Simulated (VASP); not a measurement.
# Be (P6_3/mmc) in VASP: notebook

Be is run at these levels: PBEsol; tasks: single point, relaxation of cell and atoms.

Program: VASP 6.6.1. These are calculated values, not measurements. Logs are shortened: lines on timing, memory, paths and dates and some standing lists are left out, and cuts for length are marked.

### 1 The cell of the first run

The structure is hexagonal, space group P6_3/mmc (No. 194). The conventional cell has a = 2.272 Å, b = 2.272 Å, c = 3.520 Å, α = 90.00°, β = 90.00°, γ = 120.00°. Be (site symmetry -6m2) has 12 Be at 2.20 to 2.27 Å within 2.9 Å.

### 2 Single point, PBEsol

The input, INCAR:

```
SYSTEM = Be
  PREC = Accurate
  ENCUT = 520
  EDIFF = 1E-6
  ISMEAR = 0
  SIGMA = 0.05
  LREAL = .FALSE.
  LASPH = .TRUE.
  NELM = 80
  ALGO = Normal
  ISIF = 2
  LWAVE = .FALSE.
  LCHARG = .TRUE.
  GGA = PS
  LELF = .TRUE.
  LVHAR = .TRUE.
  NBANDS = 9
```

The input, KPOINTS:

```
Automatic mesh
0
G
  10 10 6
  0 0 0
```

The input, POSCAR:

```
Be
1.0
    2.2719026190      0.0000000000      0.0000000000
   -1.1359513095      1.9675253830      0.0000000000
    0.0000000000      0.0000000000      3.5200630116
Be
2
Direct
    0.3333333333      0.6666666667      0.2500000000
    0.6666666667      0.3333333333      0.7500000000
```

Potentials or basis: VASP PAW PBE potentials, release 64 (Be).

On the command line:

```sh
$ cat potpaw_PBE.64/Be/POTCAR > POTCAR
$ mpirun -np 1 vasp_std > vasp.out
```

OUTCAR:

```text
SYSTEM = Be
   PREC = Accurate
   ENCUT = 520
   EDIFF = 1E-6
   ISMEAR = 0
   LREAL = .FALSE.
   LASPH = .TRUE.
   NELM = 80
   ISIF = 2
   GGA = PS

 ion  position               nearest neighbor table
   1  0.333  0.667  0.250-   2 2.20   2 2.20   2 2.20   2 2.20   2 2.20   2 2.20
   2  0.667  0.333  0.750-   1 2.20   1 2.20   1 2.20   1 2.20   1 2.20   1 2.20

  LATTYP: Found a hexagonal cell.
 ALAT       =     2.2719026190
 C/A-ratio  =     1.5493899176

  Lattice vectors:

 A1 = (   2.2719026190,   0.0000000000,   0.0000000000)
 A2 = (  -1.1359513095,   1.9675253830,   0.0000000000)
 A3 = (   0.0000000000,   0.0000000000,   3.5200630116)

Analysis of symmetry for initial positions (statically):
=====================================================================
 Subroutine PRICEL returns:
 Original cell was already a primitive cell.

 Routine SETGRP: Setting up the symmetry group for a
 hexagonal supercell.

 Subroutine GETGRP returns: Found 24 space group operations
 (whereof 12 operations were pure point group operations)
 out of a pool of 24 trial point group operations.

The static configuration has the point symmetry D_3d.
 The point group associated with its full space group is D_6h.

Analysis of symmetry for dynamics (positions and initial velocities):
=====================================================================
 Subroutine PRICEL returns:
 Original cell was already a primitive cell.

 Routine SETGRP: Setting up the symmetry group for a
 hexagonal supercell.

 Subroutine GETGRP returns: Found 24 space group operations
 (whereof 12 operations were pure point group operations)
 out of a pool of 24 trial point group operations.

The dynamic configuration has the point symmetry D_3d.
 The point group associated with its full space group is D_6h.

 Subroutine INISYM returns: Found 24 space group operations
 (whereof 12 operations are pure point group operations),
 and found     1 'primitive' translations

----------------------------------------------------------------------------------------

                                     Primitive cell

  volume of cell :      15.7348

  direct lattice vectors                    reciprocal lattice vectors
     2.271902619  0.000000000  0.000000000     0.440159711  0.254126328  0.000000000
    -1.135951310  1.967525383  0.000000000     0.000000000  0.508252655  0.000000000
     0.000000000  0.000000000  3.520063012     0.000000000  0.000000000  0.284085824

  length of vectors
     2.271902619  2.271902619  3.520063012     0.508252655  0.508252655  0.284085824

  position of ions in fractional coordinates (direct lattice)
     0.333333333  0.666666667  0.250000000
     0.666666667  0.333333333  0.750000000

  ion indices of the primitive-cell ions
   primitive index   ion index
                 1           1
                 2           2

----------------------------------------------------------------------------------------

 KPOINTS: Automatic mesh

Automatic generation of k-mesh.
 Grid dimensions read from file:
 generate k-points for:   10   10    6

 Generating k-lattice:

  Cartesian coordinates                     Fractional coordinates (reciprocal lattice)
     0.044015971  0.025412633  0.000000000     0.100000000  0.000000000  0.000000000
     0.000000000  0.050825266  0.000000000     0.000000000  0.100000000  0.000000000
     0.000000000  0.000000000  0.047347637     0.000000000  0.000000000  0.166666667

  Length of vectors
     0.050825266  0.050825266  0.047347637

  Shift w.r.t. Gamma in fractional coordinates (k-lattice)
     0.000000000  0.000000000  0.000000000

 Subroutine IBZKPT returns following result:
 ===========================================

 Found     56 irreducible k-points:

 Following reciprocal coordinates:
            Coordinates               Weight
  0.000000  0.000000  0.000000      1.000000
  0.100000  0.000000  0.000000      6.000000
  0.200000  0.000000  0.000000      6.000000
  0.300000 -0.000000  0.000000      6.000000
  0.400000 -0.000000  0.000000      6.000000
  0.500000  0.000000  0.000000      3.000000
[... 16 lines left out ...]
  0.300000  0.100000  0.166667     24.000000
  0.400000  0.100000  0.166667     24.000000
 [... further k-points ...]
   k-points           NKPTS =     56   k-points in BZ     NKDIM =     56   number of bands    NBANDS=      9
   number of dos      NEDOS =    301   number of ions     NIONS =      2
   total plane-waves  NPLWV =   9072
   dimension x,y,z NGX =    18 NGY =   18 NGZ =   28
   dimension x,y,z NGXF=    36 NGYF=   36 NGZF=   56
   ions per type =               2
   NGX,Y,Z   is equivalent  to a cutoff of  13.17, 13.17, 13.22 a.u.
   NGXF,Y,Z  is equivalent  to a cutoff of  26.34, 26.34, 26.45 a.u.
 SYSTEM =  Be
   PREC   = accura    normal or accurate (medium, high low for compatibility)
   ISTART =      0    job   : 0-new  1-cont  2-samecut
   ICHARG =      2    charge: 1-file 2-atom 10-const
   ISPIN  =      1    spin polarized calculation?
   LNONCOLLINEAR =      F non collinear calculations
   LSORBIT =      F    spin-orbit coupling
   LASPH  =      T    aspherical Exc in radial PAW
   ENCUT  =  520.0 eV  38.22 Ry    6.18 a.u.   4.22  4.22  6.54*2*pi/ulx,y,z
   NELM   =     80;   NELMIN=  2; NELMDL= -5     # of ELM steps
   EDIFF  = 0.1E-05   stopping-criterion for ELM
   LREAL  =      F    real-space projection
   EDIFFG = 0.1E-04   stopping-criterion for IOM
   NSW    =      0    number of steps for IOM
   IBRION =     -1    ionic relax: 0-MD 1-quasi-New 2-CG
   NFREE  =      0    steps in history (QN), initial steepest desc. (CG)
   ISIF   =      2    stress and relaxation
   ISYM   =      2    0-nonsym 1-usesym 2-fastsym
   POTIM  = 0.5000    time-step for ionic-motion
   TEBEG  =    0.0;   TEEND  =   0.0 temperature during run
   PSTRESS=    0.0 pullay stress
   NELECT =       4.0000    total number of electrons
   NUPDOWN=      -1.0000    fix difference up-down
   EMIN   =  10.00;   EMAX   =-10.00  energy-range for DOS
   EFERMI =   0.00;   METHOD = LEGACY
   ISMEAR =     0;   SIGMA  =   0.05  broadening in eV -4-tet -1-fermi 0-gaus
   EFERMI_NEDOS =   21; number of points for ismear=-14 and -15
   IALGO  =     38    algorithm
   IMIX   =      4    mixing-type and parameters
     AMIX     =   0.40;   BMIX     =  1.00
     AMIX_MAG =   1.60;   BMIX_MAG =  1.00
  volume/ion in A,a.u.               =       7.87        53.09
  Fermi-wavevector in a.u.,A,eV,Ry     =   1.037070  1.959778 14.633254  1.075514
  Thomas-Fermi vector in A             =   2.171490
   LORBIT       =      0    0 simple, 1 ext, 2 COOP (PROOUT), +10 PAW based schemes
   GGA     = PS    functional components
   LHFCALC =     F    Hartree Fock is set to
   AEXX    =    0.0000 exact exchange contribution
   IVDW    =     0    specifies the selected vdW correction
   LEPSILON=     F    determine dielectric tensor
   LRPA    =     F    only Hartree local field effects (RPA)
 non-spin polarized calculation
 Gauss-broadening in eV      SIGMA  =   0.05
  energy-cutoff  :      520.00
  volume of cell :       15.73
 maximum number of plane-waves:       439
 NGX is ok and might be reduce to    18
   NGX =  9   NGY =  9   NGZ = 13

 number of electron       4.0000000 magnetization

 Free energy of the ion-electron system (eV)
  ---------------------------------------------------
  ext. energy  EPLUGINS =         0.00000000
  ---------------------------------------------------
  free energy    TOTEN  =        -7.97174127 eV

  energy without entropy =       -7.97173708  energy(sigma->0) =       -7.97173917

 E-fermi :   7.0296     XC(G=0): -10.6235

 val. band max:        6.9111931614   @ k =   0.3000   0.2000   0.0000
 cond. band min:       7.1493771961   @ k =   0.3000   0.3000   0.3333
 fundamental gap:      0.2381840347
 Fermi energy:         7.0295926997

 k-point     1 :       0.0000    0.0000    0.0000
  band No.  band energies     occupation
      1      -4.3142      2.00000
      2       2.7321      2.00000
      3       8.4778      0.00000
      4      22.7822      0.00000
      5      22.7822      0.00000
      6      25.7251      0.00000
      7      25.7251      0.00000
      8      28.4024      0.00000
      9      33.9984      0.00000

 k-point     2 :       0.1000    0.0000    0.0000
  band No.  band energies     occupation
      1      -4.0299      2.00000
      2       3.1058      2.00000
      3       8.5465      0.00000
      4      20.6819      0.00000
      5      21.3468      0.00000
      6      25.7577      0.00000
      7      26.3595      0.00000
      8      27.6981      0.00000
      9      30.8896      0.00000

 k-point     3 :       0.2000    0.0000    0.0000
  band No.  band energies     occupation
      1      -3.1758      2.00000
      2       4.2227      2.00000
      3       8.6487      0.00000
      4      16.8130      0.00000
      5      19.2643      0.00000
      6      25.0325      0.00000
      7      25.1160      0.00000
      8      26.0895      0.00000
      9      27.3205      0.00000

 k-point     4 :       0.3000   -0.0000    0.0000
  band No.  band energies     occupation
      1      -1.7545      2.00000
      2       6.0649      2.00000
      3       8.1117      0.00000
      4      13.8804      0.00000
      5      17.6066      0.00000
      6      20.7672      0.00000
      7      21.9700      0.00000
      8      25.1435      0.00000
      9      26.5889      0.00000

 k-point     5 :       0.4000   -0.0000    0.0000
  band No.  band energies     occupation
      1       0.1926      2.00000
      2       5.9292      2.00000
      3       8.5572      0.00000
      4      13.4737      0.00000
      5      16.4381      0.00000
      6      16.5738      0.00000
      7      18.8688      0.00000
      8      24.3814      0.00000
      9      26.6067      0.00000

 k-point     6 :       0.5000    0.0000    0.0000
  band No.  band energies     occupation
      1       1.9552      2.00000
      2       3.8550      2.00000
      3      10.7206      0.00000
      4      13.6232      0.00000
      5      14.0327      0.00000
      6      16.2248      0.00000
      7      17.3307      0.00000
      8      24.1049      0.00000
      9      26.6382      0.00000
[... 169 lines left out ...]
 k-point    21 :       0.1000    0.1000    0.1667
  band No.  band energies     occupation
      1      -3.2136      2.00000
      2       2.5010      2.00000
      3      10.5537      0.00000
      4      18.5212      0.00000
      5      19.2796      0.00000
      6      24.5302      0.00000
      7      25.0248      0.00000
      8      25.7888      0.00000
      9      30.2814      0.00000

 k-point    22 :       0.2000    0.1000    0.1667
  band No.  band energies     occupation
      1      -2.0730      2.00000
      2       3.7421      2.00000
      3      10.6630      0.00000
      4      14.9624      0.00000
      5      17.2384      0.00000
      6      21.3285      0.00000
      7      23.4426      0.00000
      8      24.9848      0.00000
      9      29.0230      0.00000

 k-point    23 :       0.3000    0.1000    0.1667
  band No.  band energies     occupation
      1      -0.3762      2.00000
      2       5.2347      2.00000
      3       9.3843      0.00000
      4      13.5311      0.00000
      5      15.1428      0.00000
      6      18.2398      0.00000
      7      22.0123      0.00000
      8      23.3270      0.00000
      9      28.1871      0.00000

 k-point    24 :       0.4000    0.1000    0.1667
  band No.  band energies     occupation
      1       1.7371      2.00000
      2       4.7315      2.00000
      3       9.3727      0.00000
      4      12.2412      0.00000
      5      14.0835      0.00000
      6      16.9997      0.00000
      7      20.4561      0.00000
      8      22.3261      0.00000
      9      28.0397      0.00000

 [... further k-points ...]

------------------------ aborting loop because EDIFF is reached ----------------------------------------

  FORCE on cell =-STRESS in cart. coord.  units (eV):
  Direction    XX          YY          ZZ          XY          YZ          ZX
  --------------------------------------------------------------------------------------
  -------------------------------------------------------------------------------------
  Total        0.0338673      0.0338673      0.0412662      0.0000000      0.0000000      0.0000000
  in kB        3.4485079      3.4485079      4.2018933      0.0000000      0.0000000      0.0000000
  external PRESSURE =       3.6996363 kB  Pullay stress =       0.0000000 kB

 VOLUME and BASIS-vectors are now :
 -----------------------------------------------------------------------------
  energy-cutoff  :      520.00
  volume of cell :       15.73
      direct lattice vectors                 reciprocal lattice vectors
     2.271902619  0.000000000  0.000000000     0.440159711  0.254126328  0.000000000
    -1.135951310  1.967525383  0.000000000     0.000000000  0.508252655  0.000000000
     0.000000000  0.000000000  3.520063012     0.000000000  0.000000000  0.284085824

 POSITION                                       TOTAL-FORCE (eV/Angst)
 -----------------------------------------------------------------------------------
     -0.00000      1.31168      0.88002        -0.000000      0.000000      0.000000
      1.13595      0.65584      2.64005         0.000000     -0.000000      0.000000
 -----------------------------------------------------------------------------------
    total drift:                                0.000000     -0.000000      0.000000

  FREE ENERGIE OF THE ION-ELECTRON SYSTEM (eV)
  ---------------------------------------------------
  free  energy   TOTEN  =        -7.9717412651 eV

  energy  without entropy=       -7.9717370796  energy(sigma->0) =       -7.97173917
```

It took 15 s on 1 thread of AMD EPYC 7R13, shared host; peak memory 0.09 GiB.

Results:

| Property | Result |
| --- | --- |
| Free energy | -7.9717 eV |
| Pressure | 0.4 GPa |
| Band gap on the k mesh | zero (band 2 reaches 7.43 eV, above the bottom of band 3 at 6.66 eV) |

Caveat: the PAW data sets were made with another functional, which shifts forces and pressure a little.

### 3 Relaxation of cell and atoms, PBEsol

This run uses another cell than the first one, of 8.11 Å³/atom, 1.030 times its volume.

The input, INCAR:

```
SYSTEM = Be
  ALGO = Normal
  EDIFF = 1E-6
  EDIFFG = -0.02
  ENCUT = 600
  GGA = PS
  IBRION = 2
  ISIF = 3
  ISMEAR = 0
  LASPH = .True.
  LCHARG = .False.
  LREAL = .False.
  LWAVE = .False.
  NELM = 100
  NSW = 80
  PREC = Accurate
  SIGMA = 0.05
```

The input, KPOINTS:

```
k-points
0
Gamma
  10 10 6
  0 0 0
```

The input, POSCAR:

```
Be
1.0
    2.2853000000      0.0000000000      0.0000000000
   -1.1426500000      1.9791278600      0.0000000000
    0.0000000000      0.0000000000      3.5842000000
Be
2
Direct
    0.3333333325      0.6666666650      0.2500000000
    0.6666666675      0.3333333350      0.7500000000
```

Potentials or basis: VASP PAW PBE potentials, release 64 (Be).

On the command line:

```sh
$ cat potpaw_PBE.64/Be/POTCAR > POTCAR
$ mpirun -np 1 vasp_std > vasp.out
```

Run time: 17 s. Hardware: 1 thread of AMD EPYC 7R13, shared host; peak memory 0.09 GiB.

It converged, with:

| Property | Result |
| --- | --- |
| Free energy | -7.9718 eV |
| Relaxed volume | 7.89 Å³/atom |
| Relaxed cell | a = 2.275 Å, b = 2.275 Å, c = 3.523 Å, α = 90.00°, β = 90.00°, γ = 120.00° |
| Space group after relaxing (to 0.05 Å) | P6_3/mmc (No. 194) |
| Energy gained by relaxing | 3.3 meV/atom |
| Ionic steps | 3 |
| Pressure after relaxing | -0.1 GPa |
| Band gap on the k mesh | zero (band 2 reaches 7.41 eV, above the bottom of band 3 at 6.63 eV) |

Stress tensor (GPa, compression positive):
```
-0.11  0.00  0.00
 0.00 -0.11  0.00
 0.00  0.00  0.04
```

Step by step:
| step | energy change (eV) | largest force (eV/Å) | pressure (GPa) | volume (Å³) |
| --- | --- | --- | --- | --- |
| 1 | 0.0000 | 0.0000 | -3.30 | 16.21 |
| 2 | -0.0065 | 0.0000 | -0.32 | 15.82 |
| 3 | -0.0065 | 0.0000 | -0.06 | 15.79 |

Final structure:
```cif
data_structure
_symmetry_space_group_name_H-M 'P 1'
_symmetry_Int_Tables_number 1
_cell_length_a 2.2748
_cell_length_b 2.2748
_cell_length_c 3.5232
_cell_angle_alpha 90.000
_cell_angle_beta 90.000
_cell_angle_gamma 120.000
_cell_volume 15.79
loop_
_atom_site_label
_atom_site_type_symbol
_atom_site_fract_x
_atom_site_fract_y
_atom_site_fract_z
_atom_site_occupancy
Be1 Be 0.33333 0.66667 0.25000 1
Be2 Be 0.66667 0.33333 0.75000 1
```

Levels at points of the mesh, in eV from the Fermi level:
```
           k point  band 1  band 2  band 3  band 4  band 5  band 6
(0.00, 0.00, 0.00)  -11.32   -4.28    1.44   15.70   15.70   18.64
(0.50, 0.00, 0.00)   -5.06   -3.17    3.68    6.58    6.99    9.17
(0.00, 0.00, 0.50)   -9.12   -9.12   11.24   11.24   17.43   17.43
(0.50, 0.00, 0.50)   -3.64   -3.64    1.56    1.56   11.86   11.86
```

Caveat: the PAW data sets were made with another functional, which shifts forces and pressure a little.
